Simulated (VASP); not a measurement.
# MgO (Pm-3m) in VASP: notebook, part 2 of 2

VASP 6.6.1. The steps go on from the part before.

## (3) Single point, r2SCAN (volume changed by -3%)

File POSCAR:

```
MgO
1.0
    2.5968488402      0.0000000000      0.0000000000
    0.0000000000      2.5968488402      0.0000000000
    0.0000000000      0.0000000000      2.5968488402
Mg O
1 1
Direct
    0.0000000000      0.0000000000      0.0000000000
    0.5000000000      0.5000000000      0.5000000000
```

File INCAR.step1:

```
SYSTEM = MgO
PREC     = Accurate       ! precision mode
ENCUT    = 520            ! plane-wave cutoff, eV
ISMEAR   = 0              ! smearing method
SIGMA    = 0.01           ! smearing width, eV
LREAL    = .FALSE.        ! projectors in reciprocal space
LASPH    = .TRUE.         ! aspherical terms in the spheres
NELM     = 100            ! most SCF steps
NBANDS   = 11             ! bands
GGA      = PE             ! functional
ALGO     = Normal         ! electronic algorithm
EDIFF    = 1E-4           ! SCF threshold, eV
LWAVE    = .TRUE.         ! write WAVECAR
LCHARG   = .FALSE.        ! write CHGCAR
```

File INCAR.step2:

```
SYSTEM = MgO
PREC     = Accurate       ! precision mode
ENCUT    = 520            ! plane-wave cutoff, eV
EDIFF    = 1E-6           ! SCF threshold, eV
ISMEAR   = 0              ! smearing method
SIGMA    = 0.01           ! smearing width, eV
LREAL    = .FALSE.        ! projectors in reciprocal space
LASPH    = .TRUE.         ! aspherical terms in the spheres
NELM     = 100            ! most SCF steps
ALGO     = Normal         ! electronic algorithm
ISIF     = 2              ! what is computed and relaxed
LWAVE    = .FALSE.        ! write WAVECAR
LCHARG   = .FALSE.        ! write CHGCAR
METAGGA  = R2SCAN         ! meta-GGA
LMIXTAU  = .TRUE.       
NBANDS   = 11             ! bands
ISTART   = 1
```

File KPOINTS:

```
regular mesh
0
G
  8 8 8
  0 0 0
```

Potentials or basis: VASP PAW PBE potentials, release 64 (Mg, O).

Command:

```
$ cat potpaw_PBE.64/Mg/POTCAR potpaw_PBE.64/O/POTCAR > POTCAR
$ cp INCAR.step1 INCAR
$ mpirun -np 1 vasp_std > vasp.out
$ cp INCAR.step2 INCAR
$ mpirun -np 1 vasp_std > vasp.out
```

It took 22 s on 1 thread of Intel Xeon 6975P-C, shared host; peak memory 0.13 GiB.

Results (log left out):

```
Free energy            : -14.5224 eV
Pressure               : 3.9 GPa
Band gap on the k mesh : 3.75 eV, indirect (least direct gap 4.85 eV)
```

Levels at points of the mesh, in eV from the valence-band top:
| k point | band 1 | band 2 | band 3 | band 4 | band 5 | band 6 | band 7 | band 8 |
| --- | --- | --- | --- | --- | --- | --- | --- | --- |
| (0.00, 0.00, 0.00) | -19.80 | -1.09 | -1.09 | -1.09 | 3.75 | 11.53 | 11.53 | 22.42 |
| (0.50, 0.00, 0.00) | -18.51 | -6.80 | -0.61 | -0.61 | 8.29 | 10.99 | 15.99 | 18.71 |
| (0.50, 0.50, 0.00) | -17.58 | -5.01 | -5.01 | 0.00 | 6.00 | 13.82 | 13.82 | 14.72 |
| (0.50, 0.50, 0.50) | -16.65 | -3.94 | -3.94 | -3.94 | 8.55 | 8.55 | 8.55 | 18.52 |

Caveat: the PAW data sets were made with another functional, which shifts forces and pressure a little. A k mesh can miss the band edges.

## (4) Single point, r2SCAN (volume changed by +3%)

File POSCAR:

```
MgO
1.0
    2.6493245711      0.0000000000      0.0000000000
    0.0000000000      2.6493245711      0.0000000000
    0.0000000000      0.0000000000      2.6493245711
Mg O
1 1
Direct
    0.0000000000      0.0000000000      0.0000000000
    0.5000000000      0.5000000000      0.5000000000
```

File INCAR.step1:

```
PREC     = Accurate       # precision mode
ENCUT    = 520            # plane-wave cutoff, eV
ISMEAR   = 0              # smearing method
SIGMA    = 0.01           # smearing width, eV
LREAL    = False          # projectors in reciprocal space
LASPH    = True           # aspherical terms in the spheres
NELM     = 100            # most SCF steps
NBANDS   = 11             # bands
GGA      = PE             # functional
ALGO     = Normal         # electronic algorithm
EDIFF    = 1E-4           # SCF threshold, eV
LWAVE    = True           # write WAVECAR
LCHARG   = False          # write CHGCAR
```

File INCAR.step2:

```
PREC     = Accurate       # precision mode
ENCUT    = 520            # plane-wave cutoff, eV
EDIFF    = 1E-6           # SCF threshold, eV
ISMEAR   = 0              # smearing method
SIGMA    = 0.01           # smearing width, eV
LREAL    = False          # projectors in reciprocal space
LASPH    = True           # aspherical terms in the spheres
NELM     = 100            # most SCF steps
ALGO     = Normal         # electronic algorithm
ISIF     = 2              # what is computed and relaxed
LWAVE    = False          # write WAVECAR
LCHARG   = True           # write CHGCAR
METAGGA  = R2SCAN         # meta-GGA
LMIXTAU  = True         
LELF     = True           # ELF
LVHAR    = True         
NBANDS   = 11             # bands
ISTART   = 1
```

File KPOINTS:

```
regular mesh
0
Gamma
  8 8 8
```

Command:

```
$ cat potpaw_PBE.64/Mg/POTCAR potpaw_PBE.64/O/POTCAR > POTCAR
$ cp INCAR.step1 INCAR
$ mpirun -np 1 vasp_std > vasp.out
$ cp INCAR.step2 INCAR
$ mpirun -np 1 vasp_std > vasp.out
```

Run time: 22 s. Hardware: 1 thread of Intel Xeon 6975P-C, shared host; peak memory 0.13 GiB.

Results (log left out):

```
Free energy            : -14.5166 eV
Pressure               : -5.5 GPa
Band gap on the k mesh : 3.17 eV, indirect (least direct gap 4.19 eV)
```

Levels at points of the mesh, in eV from the valence-band top:
```
           k point  band 2  band 3  band 4  band 5  band 6  band 7
(0.00, 0.00, 0.00)   -1.03   -1.03   -1.03    3.17   11.40   11.40
(0.50, 0.00, 0.00)   -6.42   -0.56   -0.56    7.74   10.30   15.63
(0.50, 0.50, 0.00)   -4.70   -4.70    0.00    5.76   13.13   13.13
(0.50, 0.50, 0.50)   -3.65   -3.65   -3.65    8.27    8.27    8.27
```

Caveat: the PAW data sets were made with another functional, which shifts forces and pressure a little. A k mesh can miss the band edges.

## (5) Single point, r2SCAN (volume changed by +6%)

File POSCAR:

```
MgO
1.0
    2.6748004087      0.0000000000      0.0000000000
    0.0000000000      2.6748004087      0.0000000000
    0.0000000000      0.0000000000      2.6748004087
Mg O
1 1
Direct
    0.0000000000      0.0000000000      0.0000000000
    0.5000000000      0.5000000000      0.5000000000
```

File INCAR.step1:

```
SYSTEM = MgO
PREC = Accurate
ENCUT = 520
ISMEAR = 0
SIGMA = 0.01
LREAL = .False.
LASPH = .True.
NELM = 60
NBANDS = 11
GGA = PE
ALGO = Normal
EDIFF = 1E-4
LWAVE = .True.
LCHARG = .False.
```

File INCAR.step2:

```
SYSTEM = MgO
PREC = Accurate
ENCUT = 520
EDIFF = 1E-7
ISMEAR = 0
SIGMA = 0.01
LREAL = .False.
LASPH = .True.
NELM = 60
ALGO = Normal
ISIF = 2
LWAVE = .False.
LCHARG = .False.
METAGGA = R2SCAN
LMIXTAU = .True.
NBANDS = 11
ISTART = 1
```

File KPOINTS:

```
regular mesh
0
Gamma
  8 8 8
  0 0 0
```

Command:

```
$ cat potpaw_PBE.64/Mg/POTCAR potpaw_PBE.64/O/POTCAR > POTCAR
$ cp INCAR.step1 INCAR
$ mpirun -np 1 vasp_std > vasp.out
$ cp INCAR.step2 INCAR
$ mpirun -np 1 vasp_std > vasp.out
```

Wall time 21 s (1 thread of Intel Xeon 6975P-C, shared host); peak memory 0.13 GiB.

The run converged. Its results:

| Item | Value |
| --- | --- |
| Free energy | -14.4922 eV |
| Pressure | -9.3 GPa |
| Band gap on the k mesh | 2.91 eV, indirect (least direct gap 3.90 eV) |

Levels at points of the mesh, in eV from the valence-band top:
```csv
k point,band 1,band 2,band 3,band 4,band 5,band 6,band 7,band 8,band 9
"(0.00, 0.00, 0.00)",-19.19,-0.99,-0.99,-0.99,2.91,11.33,11.33,20.90,20.90
"(0.50, 0.00, 0.00)",-18.10,-6.25,-0.54,-0.54,7.50,9.98,15.45,18.22,18.58
"(0.50, 0.50, 0.00)",-17.31,-4.56,-4.56,0.00,5.65,12.81,12.81,13.96,20.02
"(0.50, 0.50, 0.50)",-16.54,-3.52,-3.52,-3.52,8.14,8.14,8.14,16.84,19.63
```

Caveat: the PAW data sets were made with another functional, which shifts forces and pressure a little.

## (6) Single point, r2SCAN

File POSCAR:

```
MgO
1.0
    2.6233491281      0.0000000000      0.0000000000
    0.0000000000      2.6233491281      0.0000000000
    0.0000000000      0.0000000000      2.6233491281
Mg O
1 1
Direct
    0.0000000000      0.0000000000      0.0000000000
    0.5000000000      0.5000000000      0.5000000000
```

File INCAR.step1:

```
PREC = Accurate ; ENCUT = 520
ISMEAR = 0 ; SIGMA = 0.01
LREAL = False ; LASPH = True
NELM = 100 ; NBANDS = 11
GGA = PE ; ALGO = Normal
EDIFF = 1E-4 ; LWAVE = True
LCHARG = False
```

File INCAR.step2:

```
PREC = Accurate ; ENCUT = 520
EDIFF = 1E-7 ; ISMEAR = 0
SIGMA = 0.01 ; LREAL = False
LASPH = True ; NELM = 100
ALGO = Normal ; ISIF = 2
LWAVE = False ; LCHARG = False
METAGGA = R2SCAN ; LMIXTAU = True
NBANDS = 11 ; ISTART = 1
```

File KPOINTS:

```
regular mesh
0
Gamma
  10 10 10
```

Potentials or basis: VASP PAW PBE potentials, release 64 (Mg, O).

Command:

```
$ cat potpaw_PBE.64/Mg/POTCAR potpaw_PBE.64/O/POTCAR > POTCAR
$ cp INCAR.step1 INCAR
$ mpirun -np 1 vasp_std > vasp.out
$ cp INCAR.step2 INCAR
$ mpirun -np 1 vasp_std > vasp.out
```

Wall time 28 s (1 thread of Intel Xeon 6975P-C, shared host); peak memory 0.14 GiB.

Results (log left out):

- Free energy: -14.5276 eV
- Pressure: -1.2 GPa
- Band gap on the k mesh: 3.45 eV, indirect (least direct gap 4.51 eV)

Levels at points of the mesh, in eV from the valence-band top:
```tsv
k point	band 1	band 2	band 3	band 4	band 5	band 6	band 7	band 8	band 9
(0.00, 0.00, 0.00)	-19.58	-1.06	-1.06	-1.06	3.45	11.46	11.46	21.89	21.89
(0.50, 0.00, 0.00)	-18.37	-6.61	-0.59	-0.59	8.01	10.63	15.81	18.55	19.26
(0.50, 0.50, 0.00)	-17.48	-4.85	-4.85	0.00	5.88	13.46	13.46	14.45	20.50
(0.50, 0.50, 0.50)	-16.61	-3.79	-3.79	-3.79	8.41	8.41	8.41	17.93	20.41
```

Caveat: the PAW data sets were made with another functional, which shifts forces and pressure a little. r2SCAN opens gaps a little over a GGA but as a rule still falls short of measured ones.

## (7) Overview

```tsv
cell	k mesh	gap on the mesh (eV)	pressure (GPa)
a = 2.623 Å, 2 atoms	8 × 8 × 8	3.45	-1.2
a = 2.597 Å, 2 atoms	8 × 8 × 8	3.75	3.9
a = 2.649 Å, 2 atoms	8 × 8 × 8	3.17	-5.5
a = 2.675 Å, 2 atoms	8 × 8 × 8	2.91	-9.3
a = 2.623 Å, 2 atoms	10 × 10 × 10	3.45	-1.2
```

Alike in all rows: task single point; level r2SCAN; potentials or basis VASP PAW PBE potentials, release 64 (Mg, O); no spin polarisation; cutoff (eV) 520; smearing gaussian 0.01 eV.

Caveats: the PAW data sets were made with another functional, which shifts forces and pressure a little.

Absolute energies hang on the potentials; compare differences alone.
